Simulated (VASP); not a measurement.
Input of a VASP 6.6.1 run:

INCAR

```
ALGO = Normal
EDIFF = 1E-8
ENCUT = 520
GGA = PS
IBRION = 8
ISIF = 2
ISMEAR = -1
LASPH = T
LCHARG = F
LREAL = F
LWAVE = F
NELM = 60
NSW = 1
PREC = Accurate
SIGMA = 0.15
```

KPOINTS

```
k-points
0
Gamma
  16 16 16
```

Contents of POSCAR:

```
TiC
1.0
    0.0000000000      2.1323919052      2.1323919052
    2.1323919052      0.0000000000      2.1323919052
    2.1323919052      2.1323919052      0.0000000000
Ti C
1 1
Direct
    0.0000000000      0.0000000000      0.0000000000
    0.5000000000      0.5000000000      0.5000000000
```

Potentials or basis: VASP PAW PBE potentials, release 64 (Ti_sv, C).

Run with:

```sh
$ cat potpaw_PBE.64/Ti_sv/POTCAR potpaw_PBE.64/C/POTCAR > POTCAR
$ mpirun -np 1 vasp_std > vasp.out
```

Q: Estimate the highest phonon frequency at Γ.

A: 562 cm⁻¹.

Phonon frequencies in cm⁻¹ (negative: imaginary):
| q point | frequencies |
| --- | --- |
| (0.000, 0.000, 0.000) | -1 -1 -1 562 562 562 |

Caveat: the cell stands under pressure or tension, which shifts response properties.
